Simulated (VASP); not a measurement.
# Be7Te (Fm-3m) in VASP: notebook

The runs below take Be7Te through single point, with PBE.

Program: VASP 6.6.1. These are calculated values, not measurements. Logs are shortened: lines on timing, memory, paths and dates and some standing lists are left out, and cuts for length are marked.

## (1) The cell of the first run

Symmetry: Fm-3m, No. 225, cubic system. The conventional cell has a = 7.117 Å, b = 7.117 Å, c = 7.117 Å, α = 90.00°, β = 90.00°, γ = 90.00°. Be (site symmetry mmm) has 10 Be at 2.52 Å and 2 Te at 2.52 Å within 3.3 Å. Be (site symmetry m-3m) has 12 Be at 2.52 Å within 3.3 Å. Within 3.3 Å of Te (site symmetry m-3m) lie 12 Be at 2.52 Å.

## (2) Single point, PBE

Contents of INCAR:

```
SYSTEM = Be7Te
PREC = Accurate
ENCUT = 600
EDIFF = 1E-6
ISMEAR = 0
SIGMA = 0.2
LREAL = .False.
LASPH = .True.
NELM = 120
ALGO = Normal
ISIF = 2
LWAVE = .False.
LCHARG = .False.
GGA = PE
NBANDS = 20
GGA_COMPAT = .False.
```

Contents of KPOINTS:

```
Automatic mesh
0
Gamma
  4 4 4
  0 0 0
```

Contents of POSCAR:

```
Be7Te
1.0
    0.0000000000      3.5585944551      3.5585944551
    3.5585944551      0.0000000000      3.5585944551
    3.5585944551      3.5585944551      0.0000000000
Be Te
7 1
Direct
    0.5000000000      0.0000000000      0.0000000000
    0.0000000000      0.0000000000      0.5000000000
    0.5000000000      0.5000000000      0.0000000000
    0.0000000000      0.5000000000      0.5000000000
    0.5000000000      0.5000000000      0.5000000000
    0.0000000000      0.5000000000      0.0000000000
    0.5000000000      0.0000000000      0.5000000000
    0.0000000000      0.0000000000      0.0000000000
```

Potentials or basis: VASP PAW PBE potentials, release 64 (Be, Te).

The run is started by

```bash
cat potpaw_PBE.64/Be/POTCAR potpaw_PBE.64/Te/POTCAR > POTCAR
mpirun -np 1 vasp_std > vasp.out
```

OUTCAR:

```text
SYSTEM = Be7Te
   PREC = Accurate
   ENCUT = 600
   EDIFF = 1E-6
   ISMEAR = 0
   LREAL = .False.
   LASPH = .True.
   NELM = 120
   ISIF = 2
   GGA = PE

 ion  position               nearest neighbor table
   1  0.500  0.000  0.000-   8 2.52   8 2.52
   2  0.000  0.000  0.500-   8 2.52   8 2.52
   3  0.500  0.500  0.000-   8 2.52   8 2.52
   4  0.000  0.500  0.500-   8 2.52   8 2.52
   5  0.500  0.500  0.500-
   6  0.000  0.500  0.000-   8 2.52   8 2.52
   7  0.500  0.000  0.500-   8 2.52   8 2.52
   8  0.000  0.000  0.000-   1 2.52   2 2.52   6 2.52   2 2.52   4 2.52   7 2.52   3 2.52   4 2.52
                             6 2.52   1 2.52   3 2.52   7 2.52

  LATTYP: Found a face centered cubic cell.
 ALAT       =     7.1171889102

  Lattice vectors:

 A1 = (   0.0000000000,   3.5585944551,   3.5585944551)
 A2 = (   3.5585944551,   0.0000000000,   3.5585944551)
 A3 = (   3.5585944551,   3.5585944551,   0.0000000000)

Analysis of symmetry for initial positions (statically):
=====================================================================
 Subroutine PRICEL returns:
 Original cell was already a primitive cell.

 Routine SETGRP: Setting up the symmetry group for a
 face centered cubic supercell.

 Subroutine GETGRP returns: Found 48 space group operations
 (whereof 48 operations were pure point group operations)
 out of a pool of 48 trial point group operations.

The static configuration has the point symmetry O_h .

Analysis of symmetry for dynamics (positions and initial velocities):
=====================================================================
 Subroutine PRICEL returns:
 Original cell was already a primitive cell.

 Routine SETGRP: Setting up the symmetry group for a
 face centered cubic supercell.

 Subroutine GETGRP returns: Found 48 space group operations
 (whereof 48 operations were pure point group operations)
 out of a pool of 48 trial point group operations.

The dynamic configuration has the point symmetry O_h .

 Subroutine INISYM returns: Found 48 space group operations
 (whereof 48 operations are pure point group operations),
 and found     1 'primitive' translations

----------------------------------------------------------------------------------------

                                     Primitive cell

  volume of cell :      90.1292

  direct lattice vectors                    reciprocal lattice vectors
     0.000000000  3.558594455  3.558594455    -0.140504912  0.140504912  0.140504912
     3.558594455  0.000000000  3.558594455     0.140504912 -0.140504912  0.140504912
     3.558594455  3.558594455  0.000000000     0.140504912  0.140504912 -0.140504912

  length of vectors
     5.032612541  5.032612541  5.032612541     0.243361646  0.243361646  0.243361646

  position of ions in fractional coordinates (direct lattice)
     0.500000000  0.000000000  0.000000000
     0.000000000  0.000000000  0.500000000
     0.500000000  0.500000000  0.000000000
     0.000000000  0.500000000  0.500000000
     0.500000000  0.500000000  0.500000000
     0.000000000  0.500000000  0.000000000
     0.500000000  0.000000000  0.500000000
     0.000000000  0.000000000  0.000000000

  ion indices of the primitive-cell ions
   primitive index   ion index
                 1           1
                 2           2
                 3           3
                 4           4
                 5           5
                 6           6
                 7           7
                 8           8

----------------------------------------------------------------------------------------

 KPOINTS: Automatic mesh

Automatic generation of k-mesh.
 Grid dimensions read from file:
 generate k-points for:    4    4    4

 Generating k-lattice:

  Cartesian coordinates                     Fractional coordinates (reciprocal lattice)
    -0.035126228  0.035126228  0.035126228     0.250000000  0.000000000  0.000000000
     0.035126228 -0.035126228  0.035126228     0.000000000  0.250000000  0.000000000
     0.035126228  0.035126228 -0.035126228     0.000000000  0.000000000  0.250000000

  Length of vectors
     0.060840411  0.060840411  0.060840411

  Shift w.r.t. Gamma in fractional coordinates (k-lattice)
     0.000000000  0.000000000  0.000000000

 Subroutine IBZKPT returns following result:
 ===========================================

 Found      8 irreducible k-points:

 Following reciprocal coordinates:
            Coordinates               Weight
  0.000000  0.000000  0.000000      1.000000
  0.250000  0.000000  0.000000      8.000000
  0.500000  0.000000  0.000000      4.000000
  0.250000  0.250000  0.000000      6.000000
  0.500000  0.250000  0.000000     24.000000
 -0.250000  0.250000  0.000000     12.000000
  0.500000  0.500000  0.000000      3.000000
 -0.250000  0.500000  0.250000      6.000000
   k-points           NKPTS =      8   k-points in BZ     NKDIM =      8   number of bands    NBANDS=     20
   number of dos      NEDOS =    301   number of ions     NIONS =      8
   total plane-waves  NPLWV =  64000
   dimension x,y,z NGX =    40 NGY =   40 NGZ =   40
   dimension x,y,z NGXF=    80 NGYF=   80 NGZF=   80
   ions per type =               7   1
   NGX,Y,Z   is equivalent  to a cutoff of  13.21, 13.21, 13.21 a.u.
   NGXF,Y,Z  is equivalent  to a cutoff of  26.43, 26.43, 26.43 a.u.
 SYSTEM =  Be7Te
   PREC   = accura    normal or accurate (medium, high low for compatibility)
   ISTART =      0    job   : 0-new  1-cont  2-samecut
   ICHARG =      2    charge: 1-file 2-atom 10-const
   ISPIN  =      1    spin polarized calculation?
   LNONCOLLINEAR =      F non collinear calculations
   LSORBIT =      F    spin-orbit coupling
   LASPH  =      T    aspherical Exc in radial PAW
   ENCUT  =  600.0 eV  44.10 Ry    6.64 a.u.  10.05 10.05 10.05*2*pi/ulx,y,z
   NELM   =    120;   NELMIN=  2; NELMDL= -5     # of ELM steps
   EDIFF  = 0.1E-05   stopping-criterion for ELM
   LREAL  =      F    real-space projection
   EDIFFG = 0.1E-04   stopping-criterion for IOM
   NSW    =      0    number of steps for IOM
   IBRION =     -1    ionic relax: 0-MD 1-quasi-New 2-CG
   NFREE  =      0    steps in history (QN), initial steepest desc. (CG)
   ISIF   =      2    stress and relaxation
   ISYM   =      2    0-nonsym 1-usesym 2-fastsym
   POTIM  = 0.5000    time-step for ionic-motion
   TEBEG  =    0.0;   TEEND  =   0.0 temperature during run
   PSTRESS=    0.0 pullay stress
   NELECT =      20.0000    total number of electrons
   NUPDOWN=      -1.0000    fix difference up-down
   EMIN   =  10.00;   EMAX   =-10.00  energy-range for DOS
   EFERMI =   0.00;   METHOD = LEGACY
   ISMEAR =     0;   SIGMA  =   0.20  broadening in eV -4-tet -1-fermi 0-gaus
   EFERMI_NEDOS =   21; number of points for ismear=-14 and -15
   IALGO  =     38    algorithm
   IMIX   =      4    mixing-type and parameters
     AMIX     =   0.40;   BMIX     =  1.00
     AMIX_MAG =   1.60;   BMIX_MAG =  1.00
  volume/ion in A,a.u.               =      11.27        76.03
  Fermi-wavevector in a.u.,A,eV,Ry     =   0.991128  1.872960 13.365470  0.982334
  Thomas-Fermi vector in A             =   2.122847
   LORBIT       =      0    0 simple, 1 ext, 2 COOP (PROOUT), +10 PAW based schemes
   GGA     = PE    functional components
   LHFCALC =     F    Hartree Fock is set to
   AEXX    =    0.0000 exact exchange contribution
   IVDW    =     0    specifies the selected vdW correction
   LEPSILON=     F    determine dielectric tensor
   LRPA    =     F    only Hartree local field effects (RPA)
 non-spin polarized calculation
 Gauss-broadening in eV      SIGMA  =   0.20
  energy-cutoff  :      600.00
  volume of cell :       90.13
 maximum number of plane-waves:      3028
   NGX = 21   NGY = 21   NGZ = 21

 number of electron      19.9999999 magnetization

 Free energy of the ion-electron system (eV)
  ---------------------------------------------------
  ext. energy  EPLUGINS =         0.00000000
  ---------------------------------------------------
  free energy    TOTEN  =       -24.08039362 eV

  energy without entropy =      -23.99011701  energy(sigma->0) =      -24.03525532

 E-fermi :   7.4330     XC(G=0): -10.2603

 val. band max:        7.4084832458   @ k =   0.5000   0.5000   0.0000
 cond. band min:       7.4361632725   @ k =   0.5000   0.0000   0.0000
 fundamental gap:      0.0276800267
 Fermi energy:         7.4330414335

 k-point     1 :       0.0000    0.0000    0.0000
  band No.  band energies     occupation
      1      -7.1964      2.00000
      2       0.5275      2.00000
      3       0.5275      2.00000
      4       0.5275      2.00000
      5       1.5015      2.00000
      6       3.2601      2.00000
[... 12 lines left out ...]
     19      13.8733      0.00000
     20      13.8733      0.00000

 k-point     2 :       0.2500    0.0000    0.0000
  band No.  band energies     occupation
      1      -7.0376      2.00000
      2      -1.0619      2.00000
      3       0.5578      2.00000
      4       0.5578      2.00000
      5       2.2299      2.00000
      6       3.8534      2.00000
[... 12 lines left out ...]
     19      13.8255      0.00000
     20      14.2626      0.00000
[... 97 lines left out ...]
      3      -0.0327      2.00000
      4      -0.0327      2.00000
      5       1.1024      2.00000
      6       1.8963      2.00000
[... 12 lines left out ...]
     19      13.1795      0.00000
     20      13.1886      0.00000

 k-point     8 :      -0.2500    0.5000    0.2500
  band No.  band energies     occupation
      1      -6.7422      2.00000
      2      -1.0436      2.00000
      3      -1.0436      2.00000
      4      -0.5656      2.00000
      5       2.7695      2.00000
      6       3.9853      2.00000
[... 12 lines left out ...]
     19      13.1060      0.00000
     20      13.6570      0.00000

------------------------ aborting loop because EDIFF is reached ----------------------------------------

  FORCE on cell =-STRESS in cart. coord.  units (eV):
  Direction    XX          YY          ZZ          XY          YZ          ZX
  --------------------------------------------------------------------------------------
  -------------------------------------------------------------------------------------
  Total        0.3434495      0.3434495      0.3434495      0.0000000      0.0000000      0.0000000
  in kB        6.1053139      6.1053139      6.1053139      0.0000000      0.0000000      0.0000000
  external PRESSURE =       6.1053139 kB  Pullay stress =       0.0000000 kB

 VOLUME and BASIS-vectors are now :
 -----------------------------------------------------------------------------
  energy-cutoff  :      600.00
  volume of cell :       90.13
      direct lattice vectors                 reciprocal lattice vectors
     0.000000000  3.558594455  3.558594455    -0.140504912  0.140504912  0.140504912
     3.558594455  0.000000000  3.558594455     0.140504912 -0.140504912  0.140504912
     3.558594455  3.558594455  0.000000000     0.140504912  0.140504912 -0.140504912

 POSITION                                       TOTAL-FORCE (eV/Angst)
 -----------------------------------------------------------------------------------
      0.00000      1.77930      1.77930        -0.000000     -0.000000      0.000000
      1.77930      1.77930      0.00000         0.000000      0.000000     -0.000000
      1.77930      1.77930      3.55859        -0.000000     -0.000000     -0.000000
      3.55859      1.77930      1.77930        -0.000000     -0.000000      0.000000
      3.55859      3.55859      3.55859         0.000000      0.000000      0.000000
      1.77930      0.00000      1.77930        -0.000000      0.000000      0.000000
      1.77930      3.55859      1.77930         0.000000      0.000000     -0.000000
      0.00000      0.00000      0.00000        -0.000000      0.000000     -0.000000
 -----------------------------------------------------------------------------------
    total drift:                                0.000000     -0.000000     -0.000000

  FREE ENERGIE OF THE ION-ELECTRON SYSTEM (eV)
  ---------------------------------------------------
  free  energy   TOTEN  =       -24.0803936194 eV

  energy  without entropy=      -23.9901170143  energy(sigma->0) =      -24.03525532
```

It took 13 s on 1 thread of Intel Xeon 6975P-C (Granite Rapids), shared host; peak memory 0.24 GiB.

What came out:

```
Free energy            : -24.0804 eV
Pressure               : 0.6 GPa
Band gap on the k mesh : zero (bands 10 and 11 overlap by 1.78 eV)
```

Caveat: the k points lie up to 0.38 Å⁻¹ apart, too coarse for converged energies and pressures of a metal; spin-orbit coupling is left out, which moves the levels of the heavy elements.

## (3) Single point, PBE

This run uses another cell than the first one, of 11.29 Å³/atom.

Contents of INCAR:

```
  PREC = Accurate
  ENCUT = 600
  EDIFF = 1E-6
  ISMEAR = 0
  SIGMA = 0.2
  LREAL = F
  LASPH = T
  NELM = 120
  ALGO = Normal
  ISIF = 2
  LWAVE = F
  LCHARG = F
  GGA = PE
  NBANDS = 20
  GGA_COMPAT = F
```

Contents of KPOINTS:

```
Automatic mesh
0
Gamma
  4 4 4
```

Contents of POSCAR:

```
Be7Te
1.0
    0.0000000000      3.5613602830      3.5613602830
    3.5613602830      0.0000000000      3.5613602830
    3.5613602830      3.5613602830      0.0000000000
Be Te
7 1
Direct
    0.5000000000      0.0000000000      0.0000000000
    0.0000000000      0.5000000000      0.5000000000
    0.0000000000      0.5000000000      0.0000000000
    0.5000000000      0.0000000000      0.5000000000
    0.0000000000      0.0000000000      0.5000000000
    0.5000000000      0.5000000000      0.0000000000
    0.5000000000      0.5000000000      0.5000000000
    0.0000000000      0.0000000000      0.0000000000
```

Potentials or basis: VASP PAW PBE potentials, release 64 (Be, Te).

The run is started by

```bash
cat potpaw_PBE.64/Be/POTCAR potpaw_PBE.64/Te/POTCAR > POTCAR
mpirun -np 1 vasp_std > vasp.out
```

It took 14 s on 1 thread of Intel Xeon 6975P-C (Granite Rapids), shared host; peak memory 0.23 GiB.

It converged, with:

| Property | Result |
| --- | --- |
| Free energy | -24.0810 eV |
| Pressure | 0.4 GPa |
| Band gap on the k mesh | zero (bands 10 and 11 overlap by 1.78 eV) |

Levels at points of the mesh, in eV from the Fermi level:
| k point | band 7 | band 8 | band 9 | band 10 | band 11 | band 12 | band 13 | band 14 |
| --- | --- | --- | --- | --- | --- | --- | --- | --- |
| (0.00, 0.00, 0.00) | -2.60 | -2.60 | -2.60 | -1.62 | -1.62 | -1.62 | 1.32 | 1.32 |
| (0.50, 0.00, 0.00) | -3.71 | -3.63 | -0.78 | 0.00 | 0.55 | 0.55 | 1.30 | 1.30 |
| (0.50, 0.50, 0.00) | -0.68 | -0.68 | -0.02 | -0.02 | 0.02 | 1.38 | 2.04 | 2.83 |

Caveat: the k points lie up to 0.38 Å⁻¹ apart, too coarse for converged energies and pressures of a metal; spin-orbit coupling is left out, which moves the levels of the heavy elements.
